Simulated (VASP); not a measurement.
# BaCaF4 (R-3m) in VASP: further runs

Aim: see how the results for BaCaF4 move with the level of theory and the settings. Levels: PBEsol, PBE. Tasks: single point.

All numbers are computed with VASP 6.6.1; they aren't measurements. Logs are shortened: lines on timing, memory, paths and dates and some standing lists are left out, and cuts for length are marked.

## (1) The cell of the first run

It takes space group R-3m (No. 166, trigonal). The conventional cell has a = 4.119 Å, b = 4.119 Å, c = 19.911 Å, α = 90.00°, β = 90.00°, γ = 120.00°. Ba (site symmetry -3m) has 8 F at 2.59 to 2.65 Å within 3.4 Å. Within 3.3 Å of F (site symmetry 3m) lie 3 Ca at 2.47 Å and 1 Ba at 2.65 Å and 6 F at 2.73 to 2.88 Å. Within 3.0 Å of F (site symmetry 3m) lie 1 Ca at 2.30 Å and 3 Ba at 2.59 Å and 3 F at 2.88 Å. Within 3.0 Å of Ca (site symmetry -3m) lie 8 F at 2.30 to 2.47 Å.

## (2) Single point, PBEsol

Input file INCAR:

```
SYSTEM = BaCaF4
PREC = Accurate ; ENCUT = 520
EDIFF = 1E-7 ; ISMEAR = -1
SIGMA = 0.02 ; LREAL = .FALSE.
LASPH = .TRUE. ; NELM = 60
ALGO = Normal ; ISIF = 2
LWAVE = .FALSE. ; LCHARG = .TRUE.
GGA = PS ; LELF = .TRUE.
LVHAR = .TRUE. ; NBANDS = 33
```

Input file KPOINTS:

```
Automatic mesh
0
G
  6 6 6
  0 0 0
```

Input file POSCAR:

```
BaCaF4
1.0
    2.0593919097      1.1889904718      6.6371560797
   -2.0593919097      1.1889904718      6.6371560797
    0.0000000000     -2.3779809485      6.6371560788
Ba F Ca
1 4 1
Direct
    0.0000000000      0.0000000000      0.0000000000
    0.1330267990      0.1330267990      0.1330267990
    0.3844059532      0.3844059532      0.3844059532
    0.6155940468      0.6155940468      0.6155940468
    0.8669732010      0.8669732010      0.8669732010
    0.5000000000      0.5000000000      0.5000000000
```

Potentials or basis: VASP PAW PBE potentials, release 64 (Ba_sv, F, Ca_sv).

The run is started by

```sh
$ cat potpaw_PBE.64/Ba_sv/POTCAR potpaw_PBE.64/F/POTCAR potpaw_PBE.64/Ca_sv/POTCAR > POTCAR
$ mpirun -np 1 vasp_std > vasp.out
```

OUTCAR:

```text
SYSTEM = BaCaF4
   PREC = Accurate
   ENCUT = 520
   EDIFF = 1E-7
   ISMEAR = -1
   LREAL = .FALSE.
   LASPH = .TRUE.
   NELM = 60
   ISIF = 2
   GGA = PS

 ion  position               nearest neighbor table
   1  0.000  0.000  0.000-   4 2.59   4 2.59   3 2.59   3 2.59   4 2.59   3 2.59   5 2.65   2 2.65

   2  0.133  0.133  0.133-   6 2.47   6 2.47   6 2.47   1 2.65
   3  0.384  0.384  0.384-   6 2.30   1 2.59   1 2.59   1 2.59
   4  0.616  0.616  0.616-   6 2.30   1 2.59   1 2.59   1 2.59
   5  0.867  0.867  0.867-   6 2.47   6 2.47   6 2.47   1 2.65
   6  0.500  0.500  0.500-   3 2.30   4 2.30   2 2.47   2 2.47   5 2.47   5 2.47   2 2.47   5 2.47

  LATTYP: Found a trigonal (rhomboedric) cell.
 ALAT       =     7.0502932000
 COS(alpha) =     0.8293549702

  Lattice vectors:

 A1 = (   2.0593919097,   1.1889904718,   6.6371560797)
 A2 = (  -2.0593919097,   1.1889904718,   6.6371560797)
 A3 = (   0.0000000000,  -2.3779809485,   6.6371560788)

Analysis of symmetry for initial positions (statically):
=====================================================================
 Subroutine PRICEL returns:
 Original cell was already a primitive cell.

 Routine SETGRP: Setting up the symmetry group for a
 trigonal (rhombohedral) supercell.

 Subroutine GETGRP returns: Found 12 space group operations
 (whereof 12 operations were pure point group operations)
 out of a pool of 12 trial point group operations.

The static configuration has the point symmetry D_3d.

Analysis of symmetry for dynamics (positions and initial velocities):
=====================================================================
 Subroutine PRICEL returns:
 Original cell was already a primitive cell.

 Routine SETGRP: Setting up the symmetry group for a
 trigonal (rhombohedral) supercell.

 Subroutine GETGRP returns: Found 12 space group operations
 (whereof 12 operations were pure point group operations)
 out of a pool of 12 trial point group operations.

The dynamic configuration has the point symmetry D_3d.

 Subroutine INISYM returns: Found 12 space group operations
 (whereof 12 operations are pure point group operations),
 and found     1 'primitive' translations

----------------------------------------------------------------------------------------

                                     Primitive cell

  volume of cell :      97.5103

  direct lattice vectors                    reciprocal lattice vectors
     2.059391910  1.188990472  6.637156080     0.242790116  0.140174939  0.050222314
    -2.059391910  1.188990472  6.637156080    -0.242790116  0.140174939  0.050222314
     0.000000000 -2.377980948  6.637156079     0.000000000 -0.280349877  0.050222313

  length of vectors
     7.050293200  7.050293200  7.050293200     0.284812806  0.284812806  0.284812806

  position of ions in fractional coordinates (direct lattice)
     0.000000000  0.000000000  0.000000000
     0.133026799  0.133026799  0.133026799
     0.384405953  0.384405953  0.384405953
     0.615594047  0.615594047  0.615594047
     0.866973201  0.866973201  0.866973201
     0.500000000  0.500000000  0.500000000

  ion indices of the primitive-cell ions
   primitive index   ion index
                 1           1
                 2           2
                 3           3
                 4           4
                 5           5
                 6           6

----------------------------------------------------------------------------------------

 KPOINTS: Automatic mesh

Automatic generation of k-mesh.
 Grid dimensions read from file:
 generate k-points for:    6    6    6

 Generating k-lattice:

  Cartesian coordinates                     Fractional coordinates (reciprocal lattice)
     0.040465019  0.023362490  0.008370386     0.166666667  0.000000000  0.000000000
    -0.040465019  0.023362490  0.008370386     0.000000000  0.166666667  0.000000000
     0.000000000 -0.046724980  0.008370386     0.000000000  0.000000000  0.166666667

  Length of vectors
     0.047468801  0.047468801  0.047468801

  Shift w.r.t. Gamma in fractional coordinates (k-lattice)
     0.000000000  0.000000000  0.000000000

 Subroutine IBZKPT returns following result:
 ===========================================

 Found     32 irreducible k-points:

 Following reciprocal coordinates:
            Coordinates               Weight
  0.000000  0.000000  0.000000      1.000000
  0.166667  0.000000  0.000000      6.000000
  0.333333  0.000000  0.000000      6.000000
  0.500000  0.000000  0.000000      3.000000
  0.166667  0.166667  0.000000      6.000000
  0.333333  0.166667  0.000000     12.000000
[... 16 lines left out ...]
  0.500000  0.500000  0.166667      6.000000
 -0.333333  0.500000  0.166667     12.000000
 [... further k-points ...]
   k-points           NKPTS =     32   k-points in BZ     NKDIM =     32   number of bands    NBANDS=     33
   number of dos      NEDOS =    301   number of ions     NIONS =      6
   total plane-waves  NPLWV = 157464
   dimension x,y,z NGX =    54 NGY =   54 NGZ =   54
   dimension x,y,z NGXF=   108 NGYF=  108 NGZF=  108
   ions per type =               1   4   1
   NGX,Y,Z   is equivalent  to a cutoff of  12.73, 12.73, 12.73 a.u.
   NGXF,Y,Z  is equivalent  to a cutoff of  25.47, 25.47, 25.47 a.u.
 SYSTEM =  BaCaF4
   PREC   = accura    normal or accurate (medium, high low for compatibility)
   ISTART =      0    job   : 0-new  1-cont  2-samecut
   ICHARG =      2    charge: 1-file 2-atom 10-const
   ISPIN  =      1    spin polarized calculation?
   LNONCOLLINEAR =      F non collinear calculations
   LSORBIT =      F    spin-orbit coupling
   LASPH  =      T    aspherical Exc in radial PAW
   ENCUT  =  520.0 eV  38.22 Ry    6.18 a.u.  13.11 13.11 13.11*2*pi/ulx,y,z
   NELM   =     60;   NELMIN=  2; NELMDL= -5     # of ELM steps
   EDIFF  = 0.1E-06   stopping-criterion for ELM
   LREAL  =      F    real-space projection
   EDIFFG = 0.1E-05   stopping-criterion for IOM
   NSW    =      0    number of steps for IOM
   IBRION =     -1    ionic relax: 0-MD 1-quasi-New 2-CG
   NFREE  =      0    steps in history (QN), initial steepest desc. (CG)
   ISIF   =      2    stress and relaxation
   ISYM   =      2    0-nonsym 1-usesym 2-fastsym
   POTIM  = 0.5000    time-step for ionic-motion
   TEBEG  =    0.0;   TEEND  =   0.0 temperature during run
   PSTRESS=    0.0 pullay stress
   NELECT =      48.0000    total number of electrons
   NUPDOWN=      -1.0000    fix difference up-down
   EMIN   =  10.00;   EMAX   =-10.00  energy-range for DOS
   EFERMI =   0.00;   METHOD = LEGACY
   ISMEAR =    -1;   SIGMA  =   0.02  broadening in eV -4-tet -1-fermi 0-gaus
   EFERMI_NEDOS =   21; number of points for ismear=-14 and -15
   IALGO  =     38    algorithm
   IMIX   =      4    mixing-type and parameters
     AMIX     =   0.40;   BMIX     =  1.00
     AMIX_MAG =   1.60;   BMIX_MAG =  1.00
  volume/ion in A,a.u.               =      16.25       109.67
  Fermi-wavevector in a.u.,A,eV,Ry     =   1.292622  2.442702 22.733604  1.670873
  Thomas-Fermi vector in A             =   2.424319
   LORBIT       =      0    0 simple, 1 ext, 2 COOP (PROOUT), +10 PAW based schemes
   GGA     = PS    functional components
   LHFCALC =     F    Hartree Fock is set to
   AEXX    =    0.0000 exact exchange contribution
   IVDW    =     0    specifies the selected vdW correction
   LEPSILON=     F    determine dielectric tensor
   LRPA    =     F    only Hartree local field effects (RPA)
 non-spin polarized calculation
  energy-cutoff  :      520.00
  volume of cell :       97.51
 maximum number of plane-waves:      2664
 NGX is ok and might be reduce to    54
   NGX = 27   NGY = 27   NGZ = 27

 number of electron      48.0000003 magnetization

 Free energy of the ion-electron system (eV)
  ---------------------------------------------------
  ext. energy  EPLUGINS =         0.00000000
  ---------------------------------------------------
  free energy    TOTEN  =       -35.18132046 eV

  energy without entropy =      -35.18132046  energy(sigma->0) =      -35.18132046

 E-fermi :  -0.7037     XC(G=0):  -9.4777

 val. band max:       -1.1876784759   @ k =   0.5000   0.5000   0.0000
 cond. band min:       5.2807272187   @ k =   0.0000   0.0000   0.0000
 fundamental gap:      6.4684056945
 Fermi energy:        -0.7037334099

 k-point     1 :       0.0000    0.0000    0.0000
  band No.  band energies     occupation
      1     -37.4330      2.00000
      2     -24.7129      2.00000
      3     -21.5278      2.00000
      4     -20.9866      2.00000
      5     -20.4771      2.00000
      6     -20.1124      2.00000
[... 25 lines left out ...]
     32       9.2161      0.00000
     33       9.2161      0.00000

 k-point     2 :       0.1667    0.0000    0.0000
  band No.  band energies     occupation
      1     -37.4306      2.00000
      2     -24.6396      2.00000
      3     -21.5166      2.00000
      4     -21.0929      2.00000
      5     -20.5442      2.00000
      6     -20.1399      2.00000
[... 25 lines left out ...]
     32       9.1466      0.00000
     33       9.3143      0.00000

 k-point     3 :       0.3333    0.0000    0.0000
  band No.  band energies     occupation
      1     -37.4259      2.00000
      2     -24.4792      2.00000
      3     -21.4926      2.00000
      4     -21.3207      2.00000
      5     -20.6504      2.00000
      6     -20.2129      2.00000
[... 25 lines left out ...]
     32       8.9427      0.00000
     33       9.0089      0.00000

 k-point     4 :       0.5000    0.0000    0.0000
  band No.  band energies     occupation
      1     -37.4236      2.00000
      2     -24.3902      2.00000
      3     -21.4714      2.00000
      4     -21.4518      2.00000
      5     -20.6925      2.00000
      6     -20.2562      2.00000
[... 673 lines left out ...]
     32       9.1965      0.00000
     33       9.3521      0.00000

 k-point    23 :       0.5000    0.5000    0.1667
  band No.  band energies     occupation
      1     -37.4259      2.00000
      2     -24.4798      2.00000
      3     -21.5220      2.00000
      4     -21.2808      2.00000
      5     -20.6821      2.00000
      6     -20.1794      2.00000
[... 25 lines left out ...]
     32       9.0026      0.00000
     33       9.1825      0.00000

 k-point    24 :      -0.3333    0.5000    0.1667
  band No.  band energies     occupation
      1     -37.4236      2.00000
      2     -24.3897      2.00000
      3     -21.5789      2.00000
      4     -21.3339      2.00000
      5     -20.6802      2.00000
      6     -20.2894      2.00000
[... 25 lines left out ...]
     32       9.2822      0.00000
     33       9.6018      0.00000

 [... further k-points ...]
[... 5 lines left out ...]
  --------------------------------------------------------------------------------------
  -------------------------------------------------------------------------------------
  Total        0.5876608      0.5876608      0.6585397      0.0000000     -0.0000000      0.0000000
  in kB        9.6557637      9.6557637     10.8203649      0.0000000     -0.0000000      0.0000000
  external PRESSURE =      10.0439641 kB  Pullay stress =       0.0000000 kB

 VOLUME and BASIS-vectors are now :
 -----------------------------------------------------------------------------
  energy-cutoff  :      520.00
  volume of cell :       97.51
      direct lattice vectors                 reciprocal lattice vectors
     2.059391910  1.188990472  6.637156080     0.242790116  0.140174939  0.050222314
    -2.059391910  1.188990472  6.637156080    -0.242790116  0.140174939  0.050222314
     0.000000000 -2.377980948  6.637156079     0.000000000 -0.280349877  0.050222313

 POSITION                                       TOTAL-FORCE (eV/Angst)
 -----------------------------------------------------------------------------------
      0.00000      0.00000      0.00000         0.000000      0.000000      0.000000
      0.00000     -0.00000      2.64876         0.000000     -0.000000      0.068519
      0.00000     -0.00000      7.65409         0.000000     -0.000000      0.071660
      0.00000     -0.00000     12.25738         0.000000      0.000000     -0.071660
      0.00000     -0.00000     17.26271         0.000000      0.000000     -0.068519
      0.00000     -0.00000      9.95573        -0.000000      0.000000     -0.000000
 -----------------------------------------------------------------------------------
    total drift:                                0.000000      0.000000     -0.000000

  FREE ENERGIE OF THE ION-ELECTRON SYSTEM (eV)
  ---------------------------------------------------
  free  energy   TOTEN  =       -35.1813204591 eV

  energy  without entropy=      -35.1813204591  energy(sigma->0) =      -35.18132046
```

Wall time 2.9 min (1 thread of Intel Xeon 6975P-C (Granite Rapids), shared host); peak memory 0.43 GiB.

Results:

```yaml
Free_energy: -35.1813 eV
Pressure: 1.0 GPa
Largest_force: 0.072 eV/Å
Band_gap_on_the_k_mesh: 6.47 eV, indirect (least direct gap 6.68 eV)
```

Forces on the atoms (eV/Å):
```
Ba   0.000  0.000  0.000
F    0.000  0.000  0.069
F    0.000  0.000  0.072
F    0.000  0.000 -0.072
F    0.000  0.000 -0.069
Ca   0.000  0.000  0.000
```

Stress tensor (GPa, compression positive):
```
0.97 0.00 0.00
0.00 0.97 0.00
0.00 0.00 1.08
```

Caveat: the PAW data sets were made with another functional, which shifts forces and pressure a little; spin-orbit coupling is left out, which moves the levels of the heavy elements.

## (3) Single point, PBE

This run uses another cell than the first one, of 17.10 Å³/atom, 1.052 times its volume.

Input file INCAR:

```
ALGO = Normal ; EDIFF = 1E-7
ENCUT = 520 ; GGA = PE
ISIF = 2 ; ISMEAR = -1
LASPH = T ; LCHARG = T
LELF = T ; LREAL = F
LVHAR = T ; LWAVE = F
NBANDS = 33 ; NELM = 80
PREC = Accurate ; SIGMA = 0.02
```

Input file KPOINTS:

```
k-points
0
Gamma
  6 6 6
```

Input file POSCAR:

```
BaCaF4
1.0
    2.0960419768      1.2101503979      6.7396752941
   -2.0960419768      1.2101503979      6.7396752941
    0.0000000000     -2.4203008008      6.7396752932
Ba F Ca
1 4 1
Direct
    0.0000000000      0.0000000000      0.0000000000
    0.1329359154      0.1329359154      0.1329359154
    0.3842879973      0.3842879973      0.3842879973
    0.6157120027      0.6157120027      0.6157120027
    0.8670640846      0.8670640846      0.8670640846
    0.5000000000      0.5000000000      0.5000000000
```

Potentials or basis: VASP PAW PBE potentials, release 64 (Ba_sv, F, Ca_sv).

The run is started by

```sh
$ cat potpaw_PBE.64/Ba_sv/POTCAR potpaw_PBE.64/F/POTCAR potpaw_PBE.64/Ca_sv/POTCAR > POTCAR
$ mpirun -np 1 vasp_std > vasp.out
```

Wall time 3.1 min (1 thread of Intel Xeon 6975P-C (Granite Rapids), shared host); peak memory 0.43 GiB.

It converged, with:

```
Free energy            : -34.1224 eV
Pressure               : 0.8 GPa
Largest force          : 0.058 eV/Å
Band gap on the k mesh : 6.38 eV, indirect (least direct gap 6.59 eV)
```

Forces on the atoms (eV/Å):
```
Ba   0.000  0.000  0.000
F    0.000  0.000  0.058
F    0.000  0.000  0.058
F    0.000  0.000 -0.058
F    0.000  0.000 -0.058
Ca   0.000  0.000  0.000
```

Stress tensor (GPa, compression positive):
```
0.76 0.00 0.00
0.00 0.76 0.00
0.00 0.00 0.84
```

Levels at points of the mesh, in eV from the valence-band top:
| k point | band 21 | band 22 | band 23 | band 24 | band 25 | band 26 | band 27 | band 28 |
| --- | --- | --- | --- | --- | --- | --- | --- | --- |
| (0.00, 0.00, 0.00) | -0.94 | -0.21 | -0.21 | -0.21 | 6.38 | 8.51 | 8.51 | 8.57 |
| (0.50, 0.00, 0.00) | -0.92 | -0.32 | -0.19 | -0.14 | 7.11 | 8.03 | 8.80 | 8.90 |
| (0.50, 0.50, 0.00) | -0.73 | -0.46 | -0.32 | 0.00 | 6.95 | 8.38 | 8.65 | 8.78 |
| (0.50, 0.50, 0.50) | -0.67 | -0.58 | -0.24 | -0.24 | 7.33 | 7.77 | 8.57 | 8.57 |

Caveat: spin-orbit coupling is left out, which moves the levels of the heavy elements.

## (4) Single point, PBE

This run uses another cell than the first one, of 17.10 Å³/atom, 1.052 times its volume.

Input file INCAR:

```
ALGO = Normal ; EDIFF = 1E-6
ENCUT = 910 ; GGA = PE
GGA_COMPAT = F ; ISIF = 2
ISMEAR = -1 ; LASPH = T
LCHARG = T ; LELF = T
LREAL = F ; LVHAR = T
LWAVE = F ; NBANDS = 33
NELM = 120 ; PREC = Accurate
SIGMA = 0.02
```

KPOINTS is that of step 3.

POSCAR is that of step 3.

Potentials or basis: VASP PAW PBE potentials, release 64 (Ba_sv, F_h, Ca_sv).

The run is started by

```sh
$ cat potpaw_PBE.64/Ba_sv/POTCAR potpaw_PBE.64/F_h/POTCAR potpaw_PBE.64/Ca_sv/POTCAR > POTCAR
$ mpirun -np 1 vasp_std > vasp.out
```

Run time: 7.9 min. Hardware: 1 thread of Intel Xeon Platinum 8375C at 2.90GHz (Ice Lake), shared host; peak memory 0.81 GiB.

Results (log left out):

```
Free energy            : -34.1509 eV
Pressure               : 0.5 GPa
Largest force          : 0.061 eV/Å
Band gap on the k mesh : 6.39 eV, indirect (least direct gap 6.60 eV)
```

Forces in eV/Å, atoms in the order of the input:
```
Ba   0.000  0.000  0.000
F    0.000  0.000  0.058
F    0.000  0.000  0.061
F    0.000  0.000 -0.061
F    0.000  0.000 -0.058
Ca   0.000  0.000  0.000
```

Levels at points of the mesh, in eV from the valence-band top:
```
           k point  band 21  band 22  band 23  band 24  band 25  band 26  band 27  band 28
(0.00, 0.00, 0.00)    -0.94    -0.21    -0.21    -0.21     6.39     8.52     8.52     8.58
(0.50, 0.00, 0.00)    -0.92    -0.32    -0.19    -0.13     7.12     8.03     8.80     8.91
(0.50, 0.50, 0.00)    -0.73    -0.46    -0.32     0.00     6.95     8.39     8.65     8.78
(0.50, 0.50, 0.50)    -0.67    -0.58    -0.24    -0.24     7.34     7.77     8.57     8.57
```

Caveat: the cutoff is under 1.25 times the usual one of these potentials, so pressure, stress and relaxed cells hold a basis-set (Pulay) error; spin-orbit coupling is left out, which moves the levels of the heavy elements.

## (5) Summary

```csv
level,potentials or basis,cell,cutoff (eV),second run,gap on the mesh (eV),pressure (GPa),largest force (eV/Å)
PBEsol,"VASP PAW PBE potentials, release 64 (Ba_sv, F, Ca_sv)","a = 7.050 Å, angles 34.0°, 6 atoms",520,-,6.47,1.0,0.07
PBE,"VASP PAW PBE potentials, release 64 (Ba_sv, F, Ca_sv)","a = 7.161 Å, angles 34.0°, 6 atoms",520,-,6.38,0.8,0.06
PBE,"VASP PAW PBE potentials, release 64 (Ba_sv, F_h, Ca_sv)","a = 7.161 Å, angles 34.0°, 6 atoms",910,hard_potentials,6.39,0.5,0.06
```

Alike in all rows: task single point; no spin polarisation; k mesh 6 × 6 × 6; smearing fermi-dirac 0.02 eV.

Caveats: spin-orbit coupling is left out, which moves the levels of the heavy elements; the PAW data sets were made with another functional, which shifts forces and pressure a little (some runs); the cutoff is under 1.25 times the usual one of these potentials, so pressure, stress and relaxed cells hold a basis-set (Pulay) error (some runs).

Absolute energies hang on the potentials; compare differences alone.
